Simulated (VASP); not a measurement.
# Nb (Fm-3m) in VASP: a series of runs

Runs on Nb. Level: LDA. Tasks: electric field gradients.

Everything below comes from runs of VASP 6.6.1. Logs are shortened: lines on timing, memory, paths and dates and some standing lists are left out, and cuts for length are marked.

## Step 1: The cell of the first run

It takes space group Fm-3m (No. 225, cubic). The conventional cell has a = 4.173 Å, b = 4.173 Å, c = 4.173 Å, α = 90.00°, β = 90.00°, γ = 90.00°. Nb (site symmetry m-3m) has 12 Nb at 2.95 Å within 3.9 Å.

## Step 2: Electric field gradients, LDA (volume scaled by 0.96)

INCAR reads:

```
SYSTEM = Nb
PREC = Accurate
ENCUT = 520
EDIFF = 1E-8
ISMEAR = -1
SIGMA = 0.03
LREAL = .FALSE.
LASPH = .TRUE.
NELM = 60
ALGO = Normal
ISIF = 2
LWAVE = .FALSE.
LCHARG = .FALSE.
LEFG = .TRUE.
NBANDS = 12
```

KPOINTS reads:

```
Automatic mesh
0
G
  13 13 13
  0 0 0
```

POSCAR reads:

```
Nb
1.0
    0.0000000000      2.0864154149      2.0864154149
    2.0864154149      0.0000000000      2.0864154149
    2.0864154149      2.0864154149      0.0000000000
Nb
1
Direct
    0.0000000000      0.0000000000      0.0000000000
```

Potentials or basis: VASP PAW LDA potentials, release 64 (Nb_sv).

Run with:

```console
$ cat potpaw_LDA.64/Nb_sv/POTCAR > POTCAR
$ mpirun -np 1 vasp_std > vasp.out
```

OUTCAR:

```text
SYSTEM = Nb
   PREC = Accurate
   ENCUT = 520
   EDIFF = 1E-8
   ISMEAR = -1
   LREAL = .FALSE.
   LASPH = .TRUE.
   NELM = 60
   ISIF = 2

 ion  position               nearest neighbor table
   1  0.000  0.000  0.000-

  LATTYP: Found a face centered cubic cell.
 ALAT       =     4.1728308298

  Lattice vectors:

 A1 = (   0.0000000000,   2.0864154149,   2.0864154149)
 A2 = (   2.0864154149,   0.0000000000,   2.0864154149)
 A3 = (   2.0864154149,   2.0864154149,   0.0000000000)

Analysis of symmetry for initial positions (statically):
=====================================================================
 Subroutine PRICEL returns:
 Original cell was already a primitive cell.

 Routine SETGRP: Setting up the symmetry group for a
 face centered cubic supercell.

 Subroutine GETGRP returns: Found 48 space group operations
 (whereof 48 operations were pure point group operations)
 out of a pool of 48 trial point group operations.

The static configuration has the point symmetry O_h .

Analysis of symmetry for dynamics (positions and initial velocities):
=====================================================================
 Subroutine PRICEL returns:
 Original cell was already a primitive cell.

 Routine SETGRP: Setting up the symmetry group for a
 face centered cubic supercell.

 Subroutine GETGRP returns: Found 48 space group operations
 (whereof 48 operations were pure point group operations)
 out of a pool of 48 trial point group operations.

The dynamic configuration has the point symmetry O_h .

 Subroutine INISYM returns: Found 48 space group operations
 (whereof 48 operations are pure point group operations),
 and found     1 'primitive' translations

----------------------------------------------------------------------------------------

                                     Primitive cell

  volume of cell :      18.1649

  direct lattice vectors                    reciprocal lattice vectors
     0.000000000  2.086415415  2.086415415    -0.239645469  0.239645469  0.239645469
     2.086415415  0.000000000  2.086415415     0.239645469 -0.239645469  0.239645469
     2.086415415  2.086415415  0.000000000     0.239645469  0.239645469 -0.239645469

  length of vectors
     2.950636976  2.950636976  2.950636976     0.415078128  0.415078128  0.415078128

  position of ions in fractional coordinates (direct lattice)
     0.000000000  0.000000000  0.000000000

  ion indices of the primitive-cell ions
   primitive index   ion index
                 1           1

----------------------------------------------------------------------------------------

 KPOINTS: Automatic mesh

Automatic generation of k-mesh.
 Grid dimensions read from file:
 generate k-points for:   13   13   13

 Generating k-lattice:

  Cartesian coordinates                     Fractional coordinates (reciprocal lattice)
    -0.018434267  0.018434267  0.018434267     0.076923077  0.000000000  0.000000000
     0.018434267 -0.018434267  0.018434267     0.000000000  0.076923077  0.000000000
     0.018434267  0.018434267 -0.018434267     0.000000000  0.000000000  0.076923077

  Length of vectors
     0.031929087  0.031929087  0.031929087

  Shift w.r.t. Gamma in fractional coordinates (k-lattice)
     0.000000000  0.000000000  0.000000000

 Subroutine IBZKPT returns following result:
 ===========================================

 Found     84 irreducible k-points:

 Following reciprocal coordinates:
            Coordinates               Weight
  0.000000  0.000000  0.000000      1.000000
  0.076923  0.000000  0.000000      8.000000
  0.153846  0.000000  0.000000      8.000000
  0.230769  0.000000  0.000000      8.000000
  0.307692  0.000000  0.000000      8.000000
  0.384615  0.000000  0.000000      8.000000
[... 16 lines left out ...]
  0.384615  0.153846  0.000000     24.000000
  0.461538  0.153846  0.000000     24.000000
 [... further k-points ...]
   k-points           NKPTS =     84   k-points in BZ     NKDIM =     84   number of bands    NBANDS=     12
   number of dos      NEDOS =    301   number of ions     NIONS =      1
   total plane-waves  NPLWV =  13824
   dimension x,y,z NGX =    24 NGY =   24 NGZ =   24
   dimension x,y,z NGXF=    48 NGYF=   48 NGZF=   48
   ions per type =               1
   NGX,Y,Z   is equivalent  to a cutoff of  13.52, 13.52, 13.52 a.u.
   NGXF,Y,Z  is equivalent  to a cutoff of  27.04, 27.04, 27.04 a.u.
 SYSTEM =  Nb
   PREC   = accura    normal or accurate (medium, high low for compatibility)
   ISTART =      0    job   : 0-new  1-cont  2-samecut
   ICHARG =      2    charge: 1-file 2-atom 10-const
   ISPIN  =      1    spin polarized calculation?
   LNONCOLLINEAR =      F non collinear calculations
   LSORBIT =      F    spin-orbit coupling
   LASPH  =      T    aspherical Exc in radial PAW
   ENCUT  =  520.0 eV  38.22 Ry    6.18 a.u.   5.49  5.49  5.49*2*pi/ulx,y,z
   NELM   =     60;   NELMIN=  2; NELMDL= -5     # of ELM steps
   EDIFF  = 0.1E-07   stopping-criterion for ELM
   LREAL  =      F    real-space projection
   EDIFFG = 0.1E-06   stopping-criterion for IOM
   NSW    =      0    number of steps for IOM
   IBRION =     -1    ionic relax: 0-MD 1-quasi-New 2-CG
   NFREE  =      0    steps in history (QN), initial steepest desc. (CG)
   ISIF   =      2    stress and relaxation
   ISYM   =      2    0-nonsym 1-usesym 2-fastsym
   POTIM  = 0.5000    time-step for ionic-motion
   TEBEG  =    0.0;   TEEND  =   0.0 temperature during run
   PSTRESS=    0.0 pullay stress
   NELECT =      13.0000    total number of electrons
   NUPDOWN=      -1.0000    fix difference up-down
   EMIN   =  10.00;   EMAX   =-10.00  energy-range for DOS
   EFERMI =   0.00;   METHOD = LEGACY
   ISMEAR =    -1;   SIGMA  =   0.03  broadening in eV -4-tet -1-fermi 0-gaus
   EFERMI_NEDOS =   21; number of points for ismear=-14 and -15
   IALGO  =     38    algorithm
   IMIX   =      4    mixing-type and parameters
     AMIX     =   0.40;   BMIX     =  1.00
     AMIX_MAG =   1.60;   BMIX_MAG =  1.00
  volume/ion in A,a.u.               =      18.16       122.58
  Fermi-wavevector in a.u.,A,eV,Ry     =   1.464351  2.767222 29.175294  2.144324
  Thomas-Fermi vector in A             =   2.580337
   LORBIT       =      0    0 simple, 1 ext, 2 COOP (PROOUT), +10 PAW based schemes
   GGA     = CA    functional components
   LHFCALC =     F    Hartree Fock is set to
   AEXX    =    0.0000 exact exchange contribution
   IVDW    =     0    specifies the selected vdW correction
   LEPSILON=     F    determine dielectric tensor
   LRPA    =     F    only Hartree local field effects (RPA)
 non-spin polarized calculation
  energy-cutoff  :      520.00
  volume of cell :       18.16
 maximum number of plane-waves:       531
 NGX is ok and might be reduce to    24
   NGX = 11   NGY = 11   NGZ = 11

 number of electron      13.0000000 magnetization

 Free energy of the ion-electron system (eV)
  ---------------------------------------------------
  ext. energy  EPLUGINS =         0.00000000
  ---------------------------------------------------
  free energy    TOTEN  =       -10.88365456 eV

  energy without entropy =      -10.87847372  energy(sigma->0) =      -10.88106414

 E-fermi :  11.2144     XC(G=0): -12.6746

 val. band max:       11.2083429127   @ k =  -0.4615   0.2308   0.0000
 cond. band min:      11.2174274548   @ k =   0.3846   0.2308   0.0000
 fundamental gap:      0.0090845421
 Fermi energy:        11.2144354438

 k-point     1 :       0.0000    0.0000    0.0000
  band No.  band energies     occupation
      1     -43.2241      2.00000
      2     -18.7011      2.00000
      3     -18.7011      2.00000
      4     -18.7011      2.00000
      5       4.9542      2.00000
      6      11.2894      0.15200
      7      11.2894      0.15200
      8      11.2894      0.15200
      9      13.9823      0.00000
     10      13.9823      0.00000
     11      23.1419      0.00000
     12      27.9913      0.00000

 k-point     2 :       0.0769    0.0000    0.0000
  band No.  band energies     occupation
      1     -43.2114      2.00000
      2     -18.7833      2.00000
      3     -18.7112      2.00000
      4     -18.7112      2.00000
      5       5.1828      2.00000
      6      11.1152      1.92929
      7      11.3938      0.00505
      8      11.3938      0.00505
      9      13.8891      0.00000
     10      13.8891      0.00000
     11      23.6001      0.00000
     12      27.1215      0.00000

 k-point     3 :       0.1538    0.0000    0.0000
  band No.  band energies     occupation
      1     -43.1760      2.00000
      2     -19.0072      2.00000
      3     -18.7390      2.00000
      4     -18.7390      2.00000
      5       5.8068      2.00000
      6      10.7362      2.00000
      7      11.6195      0.00000
      8      11.6195      0.00000
      9      13.7489      0.00000
     10      13.7489      0.00000
     11      24.5932      0.00000
     12      25.8500      0.00000

 k-point     4 :       0.2308    0.0000    0.0000
  band No.  band energies     occupation
      1     -43.1257      2.00000
      2     -19.3136      2.00000
      3     -18.7779      2.00000
      4     -18.7779      2.00000
      5       6.6063      2.00000
      6      10.5001      2.00000
      7      11.6951      0.00000
      8      11.6951      0.00000
      9      13.9287      0.00000
     10      13.9287      0.00000
     11      23.9407      0.00000
     12      26.5295      0.00000

 k-point     5 :       0.3077    0.0000    0.0000
  band No.  band energies     occupation
      1     -43.0717      2.00000
      2     -19.6284      2.00000
      3     -18.8188      2.00000
      4     -18.8188      2.00000
      5       7.1681      2.00000
      6      10.8403      1.99999
      7      11.5032      0.00013
      8      11.5032      0.00013
      9      14.5814      0.00000
     10      14.5814      0.00000
     11      22.9192      0.00000
     12      26.4627      0.00000
[... 228 lines left out ...]
      1     -43.1223      2.00000
      2     -19.1949      2.00000
      3     -18.8562      2.00000
      4     -18.8464      2.00000
      5       6.7258      2.00000
      6       9.8493      2.00000
      7      11.8948      0.00000
      8      12.3380      0.00000
      9      12.8835      0.00000
     10      14.5872      0.00000
     11      26.0937      0.00000
     12      26.7294      0.00000

 k-point    22 :       0.3077    0.1538    0.0000
  band No.  band energies     occupation
      1     -43.0745      2.00000
      2     -19.4537      2.00000
      3     -18.9021      2.00000
      4     -18.8964      2.00000
      5       7.4423      2.00000
      6       9.6775      2.00000
      7      11.3102      0.07901
      8      12.3924      0.00000
      9      13.8669      0.00000
     10      15.0723      0.00000
     11      24.9321      0.00000
     12      27.5161      0.00000

 k-point    23 :       0.3846    0.1538    0.0000
  band No.  band energies     occupation
      1     -43.0274      2.00000
      2     -19.6978      2.00000
      3     -18.9605      2.00000
      4     -18.9337      2.00000
      5       7.8524      2.00000
      6       9.9761      2.00000
      7      10.9162      1.99990
      8      12.1947      0.00000
      9      15.1779      0.00000
     10      15.7341      0.00000
     11      23.7102      0.00000
     12      26.1916      0.00000

 k-point    24 :       0.4615    0.1538    0.0000
  band No.  band energies     occupation
      1     -42.9921      2.00000
      2     -19.8727      2.00000
      3     -19.0255      2.00000
      4     -18.9441      2.00000
      5       7.9321      2.00000
      6      10.1539      2.00000
      7      11.2418      0.57300
      8      11.9450      0.00000
      9      16.1533      0.00000
     10      16.6021      0.00000
     11      22.3410      0.00000
     12      24.9763      0.00000

 [... further k-points ...]
[... 5 lines left out ...]
  --------------------------------------------------------------------------------------
  -------------------------------------------------------------------------------------
  Total       -0.4479979     -0.4479979     -0.4479979      0.0000000     -0.0000000      0.0000000
  in kB      -39.5142935    -39.5142935    -39.5142935      0.0000000     -0.0000000      0.0000000
  external PRESSURE =     -39.5142935 kB  Pullay stress =       0.0000000 kB

 VOLUME and BASIS-vectors are now :
 -----------------------------------------------------------------------------
  energy-cutoff  :      520.00
  volume of cell :       18.16
      direct lattice vectors                 reciprocal lattice vectors
     0.000000000  2.086415415  2.086415415    -0.239645469  0.239645469  0.239645469
     2.086415415  0.000000000  2.086415415     0.239645469 -0.239645469  0.239645469
     2.086415415  2.086415415  0.000000000     0.239645469  0.239645469 -0.239645469

 POSITION                                       TOTAL-FORCE (eV/Angst)
 -----------------------------------------------------------------------------------
      0.00000      0.00000      0.00000        -0.000000     -0.000000     -0.000000
 -----------------------------------------------------------------------------------
    total drift:                                0.000000      0.000000     -0.000000

  FREE ENERGIE OF THE ION-ELECTRON SYSTEM (eV)
  ---------------------------------------------------
  free  energy   TOTEN  =       -10.8836545620 eV

  energy  without entropy=      -10.8784737187  energy(sigma->0) =      -10.88106414

 Electric field gradients (V/A^2)
---------------------------------------------------------------------
 ion       V_xx      V_yy      V_zz      V_xy      V_xz      V_yz
---------------------------------------------------------------------
   1      -0.000     0.000    -0.000    -0.000    -0.000    -0.000
---------------------------------------------------------------------

 Electric field gradients after diagonalization (V/A^2)
 (convention: |V_zz| > |V_xx| > |V_yy|)
----------------------------------------------------------------------
 ion       V_xx      V_yy      V_zz     asymmetry (V_yy - V_xx)/ V_zz
----------------------------------------------------------------------
   1       0.000     0.000    -0.000       0.000
----------------------------------------------------------------------

           NMR quadrupolar parameters

 Cq : quadrupolar parameter    Cq=e*Q*V_zz/h
 eta: asymmetry parameters     (V_yy - V_xx)/ V_zz
 Q  : nuclear electric quadrupole moment in mb (millibarn)
----------------------------------------------------------------------
 ion       Cq(MHz)       eta       Q (mb)
----------------------------------------------------------------------
   1      -0.000       0.000       1.000
----------------------------------------------------------------------
```

Run time: 30 s. Hardware: 1 thread of Intel Xeon 8259CL, shared host; peak memory 0.14 GiB.

What came out:

* Free energy: -10.8837 eV
* Pressure: -4.0 GPa

Caveat: without QUAD_EFG the Cq values of the log hold for a quadrupole moment of 1 mb, not for the nuclei.

(Part 1 of 2 ends here.)
